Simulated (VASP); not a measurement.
# InAs (ae) (F-43m) in VASP: single point with PBEsol

Aim: the single point of InAs (ae) with PBEsol.

All numbers are computed with VASP 6.6.1; they aren't measurements. Logs are shortened: lines on timing, memory, paths and dates and some standing lists are left out, and cuts for length are marked.

### Step 1. The cell of the first run

The structure is cubic, space group F-43m (No. 216). Conventional cell: a = 6.088 Å, b = 6.088 Å, c = 6.088 Å, α = 90.00°, β = 90.00°, γ = 90.00°. In (site symmetry -43m) has 4 As at 2.64 Å within 3.5 Å. Within 3.5 Å of As (site symmetry -43m) lie 4 In at 2.64 Å.

### Step 2. Single point, PBEsol

Contents of INCAR:

```
PREC     = Accurate       # precision mode
ENCUT    = 520            # plane-wave cutoff, eV
EDIFF    = 1E-6           # SCF threshold, eV
ISMEAR   = 0              # smearing method
SIGMA    = 0.01           # smearing width, eV
LREAL    = False          # projectors in reciprocal space
LASPH    = True           # aspherical terms in the spheres
NELM     = 80             # most SCF steps
ALGO     = Normal         # electronic algorithm
ISIF     = 2              # what is computed and relaxed
LWAVE    = False          # write WAVECAR
LCHARG   = True           # write CHGCAR
GGA      = PS             # functional
LELF     = True           # ELF
LVHAR    = True         
NBANDS   = 16             # bands
```

Contents of KPOINTS:

```
Automatic mesh
0
Gamma
  10 10 10
```

Contents of POSCAR:

```
InAs
1.0
    0.0000000000      3.0438914431      3.0438914431
    3.0438914431      0.0000000000      3.0438914431
    3.0438914431      3.0438914431      0.0000000000
In As
1 1
Direct
    0.0000000000      0.0000000000      0.0000000000
    0.2500000000      0.2500000000      0.2500000000
```

Potentials or basis: VASP PAW PBE potentials, release 64 (In_d, As).

On the command line:

```bash
$ cat potpaw_PBE.64/In_d/POTCAR potpaw_PBE.64/As/POTCAR > POTCAR
$ mpirun -np 1 vasp_std > vasp.out
```

OUTCAR:

```text
PREC = Accurate
   ENCUT = 520
   EDIFF = 1E-6
   ISMEAR = 0
   LREAL = False
   LASPH = True
   NELM = 80
   ISIF = 2
   GGA = PS

 ion  position               nearest neighbor table
   1  0.000  0.000  0.000-   2 2.64   2 2.64   2 2.64   2 2.64
   2  0.250  0.250  0.250-   1 2.64   1 2.64   1 2.64   1 2.64

  LATTYP: Found a face centered cubic cell.
 ALAT       =     6.0877828862

  Lattice vectors:

 A1 = (   0.0000000000,   3.0438914431,   3.0438914431)
 A2 = (   3.0438914431,   0.0000000000,   3.0438914431)
 A3 = (   3.0438914431,   3.0438914431,   0.0000000000)

Analysis of symmetry for initial positions (statically):
=====================================================================
 Subroutine PRICEL returns:
 Original cell was already a primitive cell.

 Routine SETGRP: Setting up the symmetry group for a
 face centered cubic supercell.

 Subroutine GETGRP returns: Found 24 space group operations
 (whereof 24 operations were pure point group operations)
 out of a pool of 48 trial point group operations.

The static configuration has the point symmetry T_d .

Analysis of symmetry for dynamics (positions and initial velocities):
=====================================================================
 Subroutine PRICEL returns:
 Original cell was already a primitive cell.

 Routine SETGRP: Setting up the symmetry group for a
 face centered cubic supercell.

 Subroutine GETGRP returns: Found 24 space group operations
 (whereof 24 operations were pure point group operations)
 out of a pool of 48 trial point group operations.

The dynamic configuration has the point symmetry T_d .

 Subroutine INISYM returns: Found 24 space group operations
 (whereof 24 operations are pure point group operations),
 and found     1 'primitive' translations

----------------------------------------------------------------------------------------

                                     Primitive cell

  volume of cell :      56.4050

  direct lattice vectors                    reciprocal lattice vectors
     0.000000000  3.043891443  3.043891443    -0.164263414  0.164263414  0.164263414
     3.043891443  0.000000000  3.043891443     0.164263414 -0.164263414  0.164263414
     3.043891443  3.043891443  0.000000000     0.164263414  0.164263414 -0.164263414

  length of vectors
     4.304712561  4.304712561  4.304712561     0.284512579  0.284512579  0.284512579

  position of ions in fractional coordinates (direct lattice)
     0.000000000  0.000000000  0.000000000
     0.250000000  0.250000000  0.250000000

  ion indices of the primitive-cell ions
   primitive index   ion index
                 1           1
                 2           2

----------------------------------------------------------------------------------------

 KPOINTS: Automatic mesh

Automatic generation of k-mesh.
 Grid dimensions read from file:
 generate k-points for:   10   10   10

 Generating k-lattice:

  Cartesian coordinates                     Fractional coordinates (reciprocal lattice)
    -0.016426341  0.016426341  0.016426341     0.100000000  0.000000000  0.000000000
     0.016426341 -0.016426341  0.016426341     0.000000000  0.100000000  0.000000000
     0.016426341  0.016426341 -0.016426341     0.000000000  0.000000000  0.100000000

  Length of vectors
     0.028451258  0.028451258  0.028451258

  Shift w.r.t. Gamma in fractional coordinates (k-lattice)
     0.000000000  0.000000000  0.000000000

 Subroutine IBZKPT returns following result:
 ===========================================

 Found     47 irreducible k-points:

 Following reciprocal coordinates:
            Coordinates               Weight
  0.000000  0.000000  0.000000      1.000000
  0.100000  0.000000  0.000000      8.000000
  0.200000  0.000000  0.000000      8.000000
  0.300000  0.000000  0.000000      8.000000
  0.400000  0.000000  0.000000      8.000000
  0.500000  0.000000  0.000000      4.000000
[... 16 lines left out ...]
  0.300000  0.300000  0.000000      6.000000
  0.400000  0.300000  0.000000     24.000000
 [... further k-points ...]
   k-points           NKPTS =     47   k-points in BZ     NKDIM =     47   number of bands    NBANDS=     16
   number of dos      NEDOS =    301   number of ions     NIONS =      2
   total plane-waves  NPLWV =  32768
   dimension x,y,z NGX =    32 NGY =   32 NGZ =   32
   dimension x,y,z NGXF=    64 NGYF=   64 NGZF=   64
   ions per type =               1   1
   NGX,Y,Z   is equivalent  to a cutoff of  12.36, 12.36, 12.36 a.u.
   NGXF,Y,Z  is equivalent  to a cutoff of  24.72, 24.72, 24.72 a.u.
 SYSTEM =  unknown system
   PREC   = accura    normal or accurate (medium, high low for compatibility)
   ISTART =      0    job   : 0-new  1-cont  2-samecut
   ICHARG =      2    charge: 1-file 2-atom 10-const
   ISPIN  =      1    spin polarized calculation?
   LNONCOLLINEAR =      F non collinear calculations
   LSORBIT =      F    spin-orbit coupling
   LASPH  =      T    aspherical Exc in radial PAW
   ENCUT  =  520.0 eV  38.22 Ry    6.18 a.u.   8.00  8.00  8.00*2*pi/ulx,y,z
   NELM   =     80;   NELMIN=  2; NELMDL= -5     # of ELM steps
   EDIFF  = 0.1E-05   stopping-criterion for ELM
   LREAL  =      F    real-space projection
   EDIFFG = 0.1E-04   stopping-criterion for IOM
   NSW    =      0    number of steps for IOM
   IBRION =     -1    ionic relax: 0-MD 1-quasi-New 2-CG
   NFREE  =      0    steps in history (QN), initial steepest desc. (CG)
   ISIF   =      2    stress and relaxation
   ISYM   =      2    0-nonsym 1-usesym 2-fastsym
   POTIM  = 0.5000    time-step for ionic-motion
   TEBEG  =    0.0;   TEEND  =   0.0 temperature during run
   PSTRESS=    0.0 pullay stress
   NELECT =      18.0000    total number of electrons
   NUPDOWN=      -1.0000    fix difference up-down
   EMIN   =  10.00;   EMAX   =-10.00  energy-range for DOS
   EFERMI =   0.00;   METHOD = LEGACY
   ISMEAR =     0;   SIGMA  =   0.01  broadening in eV -4-tet -1-fermi 0-gaus
   EFERMI_NEDOS =   21; number of points for ismear=-14 and -15
   IALGO  =     38    algorithm
   IMIX   =      4    mixing-type and parameters
     AMIX     =   0.40;   BMIX     =  1.00
     AMIX_MAG =   1.60;   BMIX_MAG =  1.00
  volume/ion in A,a.u.               =      28.20       190.32
  Fermi-wavevector in a.u.,A,eV,Ry     =   1.118733  2.114099 17.028560  1.251564
  Thomas-Fermi vector in A             =   2.255367
   LORBIT       =      0    0 simple, 1 ext, 2 COOP (PROOUT), +10 PAW based schemes
   GGA     = PS    functional components
   LHFCALC =     F    Hartree Fock is set to
   AEXX    =    0.0000 exact exchange contribution
   IVDW    =     0    specifies the selected vdW correction
   LEPSILON=     F    determine dielectric tensor
   LRPA    =     F    only Hartree local field effects (RPA)
 non-spin polarized calculation
 Gauss-broadening in eV      SIGMA  =   0.01
  energy-cutoff  :      520.00
  volume of cell :       56.40
 maximum number of plane-waves:      1533
   NGX = 17   NGY = 17   NGZ = 17

 number of electron      17.9999992 magnetization

 Free energy of the ion-electron system (eV)
  ---------------------------------------------------
  ext. energy  EPLUGINS =         0.00000000
  ---------------------------------------------------
  free energy    TOTEN  =        -8.48982754 eV

  energy without entropy =       -8.48981211  energy(sigma->0) =       -8.48981983

 E-fermi :   4.1740     XC(G=0):  -9.1967

 val. band max:        4.1709399606   @ k =   0.0000   0.0000   0.0000
 cond. band min:       5.0025691320   @ k =   0.5000   0.0000   0.0000
 fundamental gap:      0.8316291714
 Fermi energy:         4.1739855986

 k-point     1 :       0.0000    0.0000    0.0000
  band No.  band energies     occupation
      1     -10.1205      2.00000
      2     -10.1205      2.00000
      3     -10.1205      2.00000
      4     -10.0008      2.00000
      5     -10.0008      2.00000
      6      -7.5902      2.00000
[... 8 lines left out ...]
     15      13.7844      0.00000
     16      13.7844      0.00000

 k-point     2 :       0.1000    0.0000    0.0000
  band No.  band energies     occupation
      1     -10.1331      2.00000
      2     -10.1169      2.00000
      3     -10.1169      2.00000
      4     -10.0009      2.00000
      5     -10.0009      2.00000
      6      -7.4890      2.00000
[... 8 lines left out ...]
     15      13.0594      0.00000
     16      13.0594      0.00000

 k-point     3 :       0.2000    0.0000    0.0000
  band No.  band energies     occupation
      1     -10.1645      2.00000
      2     -10.1080      2.00000
      3     -10.1080      2.00000
      4     -10.0005      2.00000
      5     -10.0005      2.00000
      6      -7.2016      2.00000
[... 8 lines left out ...]
     15      12.6024      0.00000
     16      12.6024      0.00000

 k-point     4 :       0.3000    0.0000    0.0000
  band No.  band energies     occupation
      1     -10.2007      2.00000
      2     -10.0986      2.00000
      3     -10.0986      2.00000
      4      -9.9983      2.00000
      5      -9.9983      2.00000
      6      -6.7839      2.00000
[... 8 lines left out ...]
     15      12.8848      0.00000
     16      12.8848      0.00000

 k-point     5 :       0.4000    0.0000    0.0000
  band No.  band energies     occupation
      1     -10.2283      2.00000
      2     -10.0925      2.00000
      3     -10.0925      2.00000
      4      -9.9949      2.00000
      5      -9.9949      2.00000
      6      -6.3615      2.00000
[... 8 lines left out ...]
     15      13.8559      0.00000
     16      13.8559      0.00000

 k-point     6 :       0.5000    0.0000    0.0000
  band No.  band energies     occupation
      1     -10.2385      2.00000
      2     -10.0906      2.00000
      3     -10.0906      2.00000
      4      -9.9932      2.00000
      5      -9.9932      2.00000
      6      -6.1666      2.00000
[... 8 lines left out ...]
     15      14.7930      0.00000
     16      14.7930      0.00000

 k-point     7 :       0.1000    0.1000    0.0000
  band No.  band energies     occupation
      1     -10.1411      2.00000
      2     -10.1135      2.00000
      3     -10.1135      2.00000
      4     -10.0035      2.00000
      5      -9.9987      2.00000
      6      -7.4554      2.00000
[... 8 lines left out ...]
     15      12.3573      0.00000
     16      13.8923      0.00000

 k-point     8 :       0.2000    0.1000    0.0000
  band No.  band energies     occupation
      1     -10.1667      2.00000
      2     -10.1061      2.00000
      3     -10.1044      2.00000
      4     -10.0059      2.00000
      5      -9.9968      2.00000
      6      -7.2302      2.00000
[... 8 lines left out ...]
     15      13.1500      0.00000
     16      13.5144      0.00000

 k-point     9 :       0.3000    0.1000    0.0000
  band No.  band energies     occupation
      1     -10.1990      2.00000
      2     -10.0981      2.00000
      3     -10.0945      2.00000
      4     -10.0060      2.00000
      5      -9.9944      2.00000
      6      -6.8535      2.00000
[... 8 lines left out ...]
     15      13.1682      0.00000
     16      13.5652      0.00000
[... 172 lines left out ...]
 k-point    19 :       0.5000    0.2000    0.0000
  band No.  band energies     occupation
      1     -10.2519      2.00000
      2     -10.0806      2.00000
      3     -10.0729      2.00000
      4     -10.0091      2.00000
      5      -9.9901      2.00000
      6      -6.0195      2.00000
[... 8 lines left out ...]
     15      14.7593      0.00000
     16      14.9621      0.00000

 k-point    20 :      -0.4000    0.2000    0.0000
  band No.  band energies     occupation
      1     -10.2504      2.00000
      2     -10.0824      2.00000
      3     -10.0751      2.00000
      4     -10.0026      2.00000
      5      -9.9954      2.00000
      6      -5.9664      2.00000
[... 8 lines left out ...]
     15      13.5303      0.00000
     16      14.5382      0.00000

 k-point    21 :      -0.3000    0.2000    0.0000
  band No.  band energies     occupation
      1     -10.2360      2.00000
      2     -10.0854      2.00000
      3     -10.0822      2.00000
      4     -10.0017      2.00000
      5      -9.9980      2.00000
      6      -6.2398      2.00000
[... 8 lines left out ...]
     15      13.6190      0.00000
     16      14.9950      0.00000

 k-point    22 :      -0.2000    0.2000    0.0000
  band No.  band energies     occupation
      1     -10.2121      2.00000
      2     -10.0932      2.00000
      3     -10.0905      2.00000
      4     -10.0048      2.00000
      5      -9.9963      2.00000
      6      -6.6419      2.00000
[... 8 lines left out ...]
     15      13.8104      0.00000
     16      14.5699      0.00000

 k-point    23 :       0.3000    0.3000    0.0000
  band No.  band energies     occupation
      1     -10.2427      2.00000
      2     -10.0708      2.00000
      3     -10.0708      2.00000
      4     -10.0232      2.00000
      5      -9.9867      2.00000
      6      -6.5140      2.00000
[... 8 lines left out ...]
     15      14.7122      0.00000
     16      15.8019      0.00000

 k-point    24 :       0.4000    0.3000    0.0000
  band No.  band energies     occupation
      1     -10.2624      2.00000
      2     -10.0639      2.00000
      3     -10.0616      2.00000
      4     -10.0259      2.00000
      5      -9.9845      2.00000
      6      -6.1756      2.00000
[... 8 lines left out ...]
     15      15.1731      0.00000
     16      16.0044      0.00000

 [... further k-points ...]
[... 5 lines left out ...]
  --------------------------------------------------------------------------------------
  -------------------------------------------------------------------------------------
  Total        0.0234115      0.0234115      0.0234115      0.0000000     -0.0000000      0.0000000
  in kB        0.6650015      0.6650015      0.6650015      0.0000000     -0.0000000      0.0000000
  external PRESSURE =       0.6650015 kB  Pullay stress =       0.0000000 kB

 VOLUME and BASIS-vectors are now :
 -----------------------------------------------------------------------------
  energy-cutoff  :      520.00
  volume of cell :       56.40
      direct lattice vectors                 reciprocal lattice vectors
     0.000000000  3.043891443  3.043891443    -0.164263414  0.164263414  0.164263414
     3.043891443  0.000000000  3.043891443     0.164263414 -0.164263414  0.164263414
     3.043891443  3.043891443  0.000000000     0.164263414  0.164263414 -0.164263414

 POSITION                                       TOTAL-FORCE (eV/Angst)
 -----------------------------------------------------------------------------------
      0.00000      0.00000      0.00000        -0.000000     -0.000000     -0.000000
      1.52195      1.52195      1.52195         0.000000      0.000000      0.000000
 -----------------------------------------------------------------------------------
    total drift:                               -0.000000     -0.000000     -0.000000

  FREE ENERGIE OF THE ION-ELECTRON SYSTEM (eV)
  ---------------------------------------------------
  free  energy   TOTEN  =        -8.4898275409 eV

  energy  without entropy=       -8.4898121146  energy(sigma->0) =       -8.48981983
```

Run time: 37 s. Hardware: 1 thread of AMD EPYC 7R13 (Zen 3), shared host; peak memory 0.17 GiB.

Results:

```yaml
Free_energy: -8.4898 eV
Pressure: 0.1 GPa
Band_gap_on_the_k_mesh: zero (filled and empty bands touch)
```

Caveat: the PAW data sets were made with another functional, which shifts forces and pressure a little; spin-orbit coupling is left out, which moves the levels of the heavy elements.
